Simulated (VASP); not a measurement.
# Ti3C in VASP: further runs, part 2 of 2

VASP 6.6.1. The steps go on from the part before.

## 4. Single point, PBE

INCAR

```
  ALGO = Normal
  DIPOL = 0.5 0.5 0.334
  EDIFF = 1E-6
  ENCUT = 520
  GGA = PE
  IDIPOL = 3
  ISIF = 2
  ISMEAR = 0
  LASPH = True
  LCHARG = False
  LDIPOL = True
  LREAL = False
  LWAVE = False
  NBANDS = 28
  NELM = 100
  PREC = Accurate
  SIGMA = 0.1
```

KPOINTS

```
k-points
0
Gamma
  9 9 1
```

POSCAR

```
Ti3C
1.0
    2.9075446952      0.0000000000      0.0000000000
    0.0000000000      2.9075446952      0.0000000000
    0.0000000000      0.0000000000     19.3059824261
Ti C
3 1
Direct
    0.5000000000      0.5000000000      0.2071896634
    0.0000000000      0.0000000000      0.3057583540
    0.5000000000      0.5000000000      0.4043297178
    0.8333333333      1.0000000000      0.4203204223
```

Potentials or basis: VASP PAW PBE potentials, release 64 (Ti_sv, C).

Launch:

```console
> cat potpaw_PBE.64/Ti_sv/POTCAR potpaw_PBE.64/C/POTCAR > POTCAR
> mpirun -np 1 vasp_std > vasp.out
```

OUTCAR:

```text
EDIFF = 1E-6
   ENCUT = 520
   GGA = PE
   ISIF = 2
   ISMEAR = 0
   LASPH = True
   LREAL = False
   NELM = 100
   PREC = Accurate

 ion  position               nearest neighbor table
   1  0.500  0.500  0.207-   2 2.80   2 2.80   2 2.80   2 2.80
   2  0.000  0.000  0.306-   4 2.26   1 2.80   1 2.80   1 2.80   1 2.80   3 2.80   3 2.80   3 2.80
                             3 2.80
   3  0.500  0.500  0.404-   4 1.77   4 1.77   4 2.44   4 2.44   2 2.80   2 2.80   2 2.80   2 2.80

   4  0.833  0.000  0.420-   3 1.77   3 1.77   2 2.26   3 2.44   3 2.44

  LATTYP: Found a simple tetragonal cell.
 ALAT       =     2.9075446952
 C/A-ratio  =     6.6399606713

  Lattice vectors:

 A1 = (   2.9075446952,   0.0000000000,   0.0000000000)
 A2 = (   0.0000000000,   2.9075446952,   0.0000000000)
 A3 = (   0.0000000000,   0.0000000000,  19.3059824261)

Analysis of symmetry for initial positions (statically):
=====================================================================
 Subroutine PRICEL returns:
 Original cell was already a primitive cell.

 Routine SETGRP: Setting up the symmetry group for a
 simple tetragonal supercell.

 Subroutine GETGRP returns: Found  2 space group operations
 (whereof  2 operations were pure point group operations)
 out of a pool of 16 trial point group operations.

The static configuration has the point symmetry C_1h.

Analysis of symmetry for dynamics (positions and initial velocities):
=====================================================================
 Subroutine PRICEL returns:
 Original cell was already a primitive cell.

 Routine SETGRP: Setting up the symmetry group for a
 simple tetragonal supercell.

 Subroutine GETGRP returns: Found  2 space group operations
 (whereof  2 operations were pure point group operations)
 out of a pool of 16 trial point group operations.

The dynamic configuration has the point symmetry C_1h.

 Subroutine INISYM returns: Found  2 space group operations
 (whereof  2 operations are pure point group operations),
 and found     1 'primitive' translations

----------------------------------------------------------------------------------------

                                     Primitive cell

  volume of cell :     163.2092

  direct lattice vectors                    reciprocal lattice vectors
     2.907544695  0.000000000  0.000000000     0.343932804  0.000000000  0.000000000
     0.000000000  2.907544695  0.000000000     0.000000000  0.343932804  0.000000000
     0.000000000  0.000000000 19.305982426     0.000000000  0.000000000  0.051797416

  length of vectors
     2.907544695  2.907544695 19.305982426     0.343932804  0.343932804  0.051797416

  position of ions in fractional coordinates (direct lattice)
     0.500000000  0.500000000  0.207189663
     0.000000000  0.000000000  0.305758354
     0.500000000  0.500000000  0.404329718
     0.833333333  0.000000000  0.420320422

  ion indices of the primitive-cell ions
   primitive index   ion index
                 1           1
                 2           2
                 3           3
                 4           4

----------------------------------------------------------------------------------------
[... 32 lines left out ...]
  0.333333  0.000000  0.000000      2.000000
[... 16 lines left out ...]
  0.444444  0.333333  0.000000      4.000000
 -0.333333  0.444444  0.000000      4.000000
   k-points           NKPTS =     25   k-points in BZ     NKDIM =     25   number of bands    NBANDS=     28
   number of dos      NEDOS =    301   number of ions     NIONS =      4
   total plane-waves  NPLWV =  82944
   dimension x,y,z NGX =    24 NGY =   24 NGZ =  144
   dimension x,y,z NGXF=    48 NGYF=   48 NGZF=  288
   ions per type =               3   1
   NGX,Y,Z   is equivalent  to a cutoff of  13.72, 13.72, 12.40 a.u.
   NGXF,Y,Z  is equivalent  to a cutoff of  27.45, 27.45, 24.80 a.u.
 SYSTEM =  unknown system
   PREC   = accura    normal or accurate (medium, high low for compatibility)
   ISTART =      0    job   : 0-new  1-cont  2-samecut
   ICHARG =      2    charge: 1-file 2-atom 10-const
   ISPIN  =      1    spin polarized calculation?
   LNONCOLLINEAR =      F non collinear calculations
   LSORBIT =      F    spin-orbit coupling
   LASPH  =      T    aspherical Exc in radial PAW
   ENCUT  =  520.0 eV  38.22 Ry    6.18 a.u.   5.41  5.41 35.90*2*pi/ulx,y,z
   NELM   =    100;   NELMIN=  2; NELMDL= -5     # of ELM steps
   EDIFF  = 0.1E-05   stopping-criterion for ELM
   LREAL  =      F    real-space projection
   EDIFFG = 0.1E-04   stopping-criterion for IOM
   NSW    =      0    number of steps for IOM
   IBRION =     -1    ionic relax: 0-MD 1-quasi-New 2-CG
   NFREE  =      0    steps in history (QN), initial steepest desc. (CG)
   ISIF   =      2    stress and relaxation
   ISYM   =      2    0-nonsym 1-usesym 2-fastsym
   POTIM  = 0.5000    time-step for ionic-motion
   TEBEG  =    0.0;   TEEND  =   0.0 temperature during run
   PSTRESS=    0.0 pullay stress
   NELECT =      40.0000    total number of electrons
   NUPDOWN=      -1.0000    fix difference up-down
   EMIN   =  10.00;   EMAX   =-10.00  energy-range for DOS
   EFERMI =   0.00;   METHOD = LEGACY
   ISMEAR =     0;   SIGMA  =   0.10  broadening in eV -4-tet -1-fermi 0-gaus
   EFERMI_NEDOS =   21; number of points for ismear=-14 and -15
   IALGO  =     38    algorithm
   IMIX   =      4    mixing-type and parameters
     AMIX     =   0.40;   BMIX     =  1.00
     AMIX_MAG =   1.60;   BMIX_MAG =  1.00
  volume/ion in A,a.u.               =      40.80       275.35
  Fermi-wavevector in a.u.,A,eV,Ry     =   1.024503  1.936030 14.280764  1.049607
  Thomas-Fermi vector in A             =   2.158294
   LORBIT       =      0    0 simple, 1 ext, 2 COOP (PROOUT), +10 PAW based schemes
   GGA     = PE    functional components
   LHFCALC =     F    Hartree Fock is set to
   AEXX    =    0.0000 exact exchange contribution
   IVDW    =     0    specifies the selected vdW correction
   LEPSILON=     F    determine dielectric tensor
   LRPA    =     F    only Hartree local field effects (RPA)
 non-spin polarized calculation
 Gauss-broadening in eV      SIGMA  =   0.10
  energy-cutoff  :      520.00
  volume of cell :      163.21
 maximum number of plane-waves:      4439
 NGX is ok and might be reduce to    24
   NGX = 11   NGY = 11   NGZ = 71

 dipolmoment           0.000000      0.000000     -0.175509 electrons x Angstroem

 number of electron      40.0000013 magnetization

 dipolmoment           0.000000      0.000000      0.035746 electrons x Angstroem

 Free energy of the ion-electron system (eV)
  ---------------------------------------------------
  ext. energy  EPLUGINS =         0.00000000
  ---------------------------------------------------
  free energy    TOTEN  =       -30.44861026 eV

  energy without entropy =      -30.41796021  energy(sigma->0) =      -30.43328524

 E-fermi :   0.1302     XC(G=0):  -4.8564

 val. band max:        0.1266740255   @ k =   0.2222   0.2222   0.0000
 cond. band min:       0.1403945461   @ k =   0.0000   0.1111   0.0000
 fundamental gap:      0.0137205206
 Fermi energy:         0.1301770327

 k-point     1 :       0.0000    0.0000    0.0000
  band No.  band energies     occupation
      1     -56.7315      2.00000
      2     -56.4389      2.00000
      3     -55.6694      2.00000
      4     -33.1552      2.00000
      5     -32.7821      2.00000
      6     -32.7549      2.00000
[... 733 lines left out ...]
     27       3.5225      0.00000
     28       3.8325      0.00000

 [... further k-points ...]

------------------------ aborting loop because EDIFF is reached ----------------------------------------

 vacuum level on the upper side and lower side of the slab       (xc-potential included)         0.165        -0.629

  FORCE on cell =-STRESS in cart. coord.  units (eV):
  Direction    XX          YY          ZZ          XY          YZ          ZX
  --------------------------------------------------------------------------------------
  -------------------------------------------------------------------------------------
  Total        6.6047847     12.7574777      0.5975871      0.0000000      0.0000000      1.7916592
  in kB       64.8372429    125.2364347      5.8663380      0.0000000      0.0000000     17.5881954
  external PRESSURE =      65.3133385 kB  Pullay stress =       0.0000000 kB

 VOLUME and BASIS-vectors are now :
 -----------------------------------------------------------------------------
  energy-cutoff  :      520.00
  volume of cell :      163.21
      direct lattice vectors                 reciprocal lattice vectors
     2.907544695  0.000000000  0.000000000     0.343932804  0.000000000  0.000000000
     0.000000000  2.907544695  0.000000000     0.000000000  0.343932804  0.000000000
     0.000000000  0.000000000 19.305982426     0.000000000  0.000000000  0.051797416

 POSITION                                       TOTAL-FORCE (eV/Angst)
 -----------------------------------------------------------------------------------
      1.45377      1.45377      4.00000         0.092554      0.000000      0.467763
      0.00000      0.00000      5.90297        -0.092579      0.000000     -1.259040
      1.45377      1.45377      7.80598        -6.374106      0.000000      0.765407
      2.42295      0.00000      8.11470         6.374131      0.000000      0.025869
 -----------------------------------------------------------------------------------
    total drift:                               -0.000027     -0.000000     -0.000416

  FREE ENERGIE OF THE ION-ELECTRON SYSTEM (eV)
  ---------------------------------------------------
  free  energy   TOTEN  =       -30.4486102634 eV

  energy  without entropy=      -30.4179602095  energy(sigma->0) =      -30.43328524

 vacuum level on the upper side and lower side of the slab         4.571         3.744
```

OSZICAR:

```text
N       E                     dE             d eps       ncg     rms          rms(c)
DAV:   1     0.480353696705E+03    0.48035E+03   -0.21763E+04  1560   0.142E+03
DAV:   2     0.296251293017E+02   -0.45073E+03   -0.44111E+03  1508   0.449E+02
DAV:   3    -0.313485384552E+02   -0.60974E+02   -0.59988E+02  2516   0.144E+02
[... 19 lines left out ...]
DAV:  23    -0.304484789985E+02   -0.85971E-04   -0.19672E-05  1752   0.376E-02    0.116E-02
DAV:  24    -0.304485772183E+02   -0.98220E-04   -0.14789E-05  1556   0.192E-02    0.560E-03
DAV:  25    -0.304485937601E+02   -0.16542E-04   -0.52821E-06  1456   0.123E-02    0.141E-03
DAV:  26    -0.304486073475E+02   -0.13587E-04   -0.16269E-06  1276   0.793E-03    0.126E-03
DAV:  27    -0.304486093080E+02   -0.19605E-05   -0.23841E-07  1004   0.465E-03    0.154E-03
DAV:  28    -0.304486102634E+02   -0.95540E-06   -0.24504E-07   976   0.356E-03
   1 F= -.30448610E+02 E0= -.30433285E+02  d E =-.306501E-01
```

It took 1.7 min on 1 thread of Intel Xeon Platinum 8559C (Emerald Rapids), shared host; peak memory 0.31 GiB.

Results:

- Free energy: -30.4486 eV
- Largest force: 6.420 eV/Å
- Band gap on the k mesh: zero (bands 20 and 21 overlap by 0.46 eV)

Forces on the atoms (eV/Å):
```
Ti   0.093  0.000  0.468
Ti  -0.093  0.000 -1.259
Ti  -6.374  0.000  0.765
C    6.374  0.000  0.026
```

Levels at points of the mesh, in eV from the Fermi level:
| k point | band 17 | band 18 | band 19 | band 20 | band 21 | band 22 | band 23 | band 24 |
| --- | --- | --- | --- | --- | --- | --- | --- | --- |
| (0.00, 0.00, 0.00) | -2.50 | -1.23 | -0.76 | -0.02 | 0.37 | 1.06 | 1.06 | 1.97 |

## 5. Single point, PBE

INCAR

```
SYSTEM = Ti3C
PREC = Accurate
ENCUT = 520
EDIFF = 1E-7
ISMEAR = 0
SIGMA = 0.1
LREAL = .False.
LASPH = .True.
NELM = 100
ALGO = Normal
ISIF = 2
LWAVE = .False.
LCHARG = .False.
LDIPOL = .True.
IDIPOL = 3
DIPOL = 0.5 0.5 0.344
GGA = PE
NBANDS = 28
```

KPOINTS

```
regular mesh
0
Gamma
  9 9 1
  0 0 0
```

Edit POSCAR of step 4 so:

```diff
@@ -11,2 +11,2 @@
     0.5000000000      0.5000000000      0.4043297178
-    0.8333333333      1.0000000000      0.4203204223
+    0.6666666667      1.0000000000      0.4591159244
```

Potentials or basis: VASP PAW PBE potentials, release 64 (Ti_sv, C).

Launch:

```console
> cat potpaw_PBE.64/Ti_sv/POTCAR potpaw_PBE.64/C/POTCAR > POTCAR
> mpirun -np 1 vasp_std > vasp.out
```

OUTCAR:

```text
SYSTEM = Ti3C
   PREC = Accurate
   ENCUT = 520
   EDIFF = 1E-7
   ISMEAR = 0
   LREAL = .False.
   LASPH = .True.
   NELM = 100
   ISIF = 2
   GGA = PE

 ion  position               nearest neighbor table
   1  0.500  0.500  0.207-   2 2.80   2 2.80   2 2.80   2 2.80
   2  0.000  0.000  0.306-   1 2.80   1 2.80   1 2.80   1 2.80   3 2.80   3 2.80   3 2.80   3 2.80

   3  0.500  0.500  0.404-   4 1.86   4 1.86   2 2.80   2 2.80   2 2.80   2 2.80
   4  0.667  0.000  0.459-   3 1.86   3 1.86

  LATTYP: Found a simple tetragonal cell.
[... 948 lines left out ...]
  --------------------------------------------------------------------------------------
  -------------------------------------------------------------------------------------
  Total        1.0566329      7.1682303      0.6514403      0.0000000      0.0000000      2.1642199
  in kB       10.3726567     70.3684247      6.3949992      0.0000000      0.0000000     21.2455151
  external PRESSURE =      29.0453602 kB  Pullay stress =       0.0000000 kB

 VOLUME and BASIS-vectors are now :
 -----------------------------------------------------------------------------
  energy-cutoff  :      520.00
  volume of cell :      163.21
      direct lattice vectors                 reciprocal lattice vectors
     2.907544695  0.000000000  0.000000000     0.343932804  0.000000000  0.000000000
     0.000000000  2.907544695  0.000000000     0.000000000  0.343932804  0.000000000
     0.000000000  0.000000000 19.305982426     0.000000000  0.000000000  0.051797416

 POSITION                                       TOTAL-FORCE (eV/Angst)
 -----------------------------------------------------------------------------------
      1.45377      1.45377      4.00000         0.028244      0.000000      0.446330
      0.00000      0.00000      5.90297        -0.053326      0.000000     -1.222178
      1.45377      1.45377      7.80598        -2.026810      0.000000      0.739049
      1.93836      0.00000      8.86368         2.051891      0.000000      0.036798
 -----------------------------------------------------------------------------------
    total drift:                                0.000001     -0.000000     -0.000169

  FREE ENERGIE OF THE ION-ELECTRON SYSTEM (eV)
  ---------------------------------------------------
  free  energy   TOTEN  =       -28.5676764676 eV

  energy  without entropy=      -28.5345534830  energy(sigma->0) =      -28.55111498

 vacuum level on the upper side and lower side of the slab         5.713         3.265
```

stdout:

```text
POSCAR found type information on POSCAR TiC
 POSCAR found :  2 types and       4 ions
 scaLAPACK will be used
 LDA part: xc-table for (Slater+PW92), standard interpolation
 POSCAR, INCAR and KPOINTS ok, starting setup
 FFT: planning ... GRIDC
 FFT: planning ... GRID_SOFT
 FFT: planning ... GRID
 WAVECAR not read
 entering main loop
```

Wall time 1.8 min (1 thread of Intel Xeon Platinum 8559C (Emerald Rapids), shared host); peak memory 0.31 GiB.

Results:

```
Free energy            : -28.5677 eV
Largest force          : 2.157 eV/Å
Band gap on the k mesh : zero (bands 20 and 21 overlap by 0.51 eV)
```

Forces in eV/Å, atoms in the order of the input:
```
Ti   0.028  0.000  0.446
Ti  -0.053  0.000 -1.222
Ti  -2.027  0.000  0.739
C    2.052  0.000  0.037
```

Levels at points of the mesh, in eV from the Fermi level:
```csv
k point,band 17,band 18,band 19,band 20,band 21,band 22,band 23,band 24
"(0.00, 0.00, 0.00)",-2.02,-1.16,-1.13,0.00,0.41,1.09,1.29,1.67
```

## 6. Summary

| cell | gap on the mesh (eV) | largest force (eV/Å) |
| --- | --- | --- |
| as given, atomic positions A | none | 2.89 |
| as given, atomic positions B | none | 1.82 |
| as given, atomic positions C | none | 6.42 |
| as given, atomic positions D | none | 2.16 |

Alike in all rows: task single point; level PBE; potentials or basis VASP PAW PBE potentials, release 64 (Ti_sv, C); no spin polarisation; k mesh 9 × 9 × 1; cutoff (eV) 520; smearing gaussian 0.1 eV.

Total energies depend on the potentials used, so only differences within one code and one set of settings carry meaning.
